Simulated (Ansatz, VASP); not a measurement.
Two plane-wave programs on BAs

```
B As
1.0
     0.00000    2.26255    2.26255
     2.26255    0.00000    2.26255
     2.26255    2.26255    0.00000
B As
1 1
Direct
  0.00000 0.00000 0.00000
  0.25000 0.25000 0.25000
```

Change from the starting cell: volume scaled by 0.85, PAW files.

Alike in both runs: task electric field gradients; functional r2SCAN; k mesh 13 × 13 × 13; occupations fermi-dirac, width 0.05 eV; no spin polarisation.

|  | VASP | Ansatz |
| --- | --- | --- |
| version | VASP 6.6.1 | Ansatz 0.2.0 |
| potentials or method | VASP PAW PBE potentials, release 64 (B, As) | PAW with Ansatz's default frozen-core files, scalar-relativistic |
| plane-wave cutoff (eV) | 520 | 500 |
| valence electrons in the cell | 8 | 18 |

Ansatz gave:

```
pressure (GPa) : 32.8
```

Problem. What did VASP give for the same quantities?

Solution. Pressure (GPa): 33.7.

VASP's potentials were made for PBE, not for r2SCAN. Both programs put the cell under a high pressure, so it lies far from rest at this level. With one functional, cell and mesh, what is left measures potentials, basis and numerics. VASP's potentials hold 8 valence electrons a cell and Ansatz's 18, so a difference there can come from the potentials and not from the codes.
